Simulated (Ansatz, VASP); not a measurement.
**CaO in VASP and in Ansatz**

```xyz
2
Lattice="0.0000 2.4187 2.4187 2.4187 0.0000 2.4187 2.4187 2.4187 0.0000" Properties=species:S:1:pos:R:3 pbc="T T T"
Ca    2.4187    2.4187    2.4187
O     0.0000    0.0000    0.0000
```

Alike in both runs: task single point; functional BLYP; k mesh 8 × 8 × 8; occupations gaussian, width 0.05 eV; no spin polarisation.

|  | VASP | Ansatz |
| --- | --- | --- |
| version | VASP 6.6.1 | Ansatz 0.2.0 |
| potentials or method | VASP PAW PBE potentials, release 64 (Ca_sv, O), cutoff 520 eV | scalar-relativistic, plane waves, PAW |
| valence electrons in the cell | 16 | 16 |

Ansatz gave:

| Quantity | Value |
| --- | --- |
| gap on the k mesh at the Fermi level (eV) | 3.75 |
| least direct gap on the mesh (eV) | 4.12 |
| pressure (GPa) | 2.1 |

Question: Estimate VASP's values.

Answer: gap on the k mesh at the Fermi level (eV): 3.73; least direct gap on the mesh (eV): 4.10; pressure (GPa): 2.8.

VASP's potentials were made for PBE, not for BLYP.
